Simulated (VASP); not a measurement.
Here is a VASP 6.6.1 calculation.

File INCAR:

```
  PREC = Accurate
  ENCUT = 520
  EDIFF = 1E-8
  ISMEAR = -1
  SIGMA = 0.05
  LREAL = False
  LASPH = True
  NELM = 80
  ALGO = Normal
  ISIF = 2
  LWAVE = False
  LCHARG = False
  GGA = CA
  LEFG = True
  NBANDS = 18
```

File KPOINTS:

```
Automatic mesh
0
Gamma
  11 11 6
```

The input POSCAR:

```
La
1.0
    3.7500020507      0.0187500102      0.0187500102
   -1.8587630401      3.2382220350      0.0068629801
    0.0303500000      0.0303500000      6.0700000000
La
2
Direct
    0.3333333333      0.6666666667      0.2500000000
    0.6666666667      0.3333333333      0.7500000000
```

Potentials or basis: VASP PAW LDA potentials, release 64 (La).

Launch:

```bash
$ cat potpaw_LDA.64/La/POTCAR > POTCAR
$ mpirun -np 1 vasp_std > vasp.out
```

(1) Estimate the band gap on the k mesh.

(2) Predict the pressure.

Answers

(1) zero (bands 11 and 12 overlap by 1.37 eV).

(2) -3.1 GPa.

Caveat: the cell differs from its parent crystal (equal xy, yz and zx shear strains of +1 %); the cell stands under tension; without QUAD_EFG the Cq values of the log hold for a quadrupole moment of 1 mb, not for the nuclei; spin-orbit coupling is left out, which moves the levels of the heavy elements.
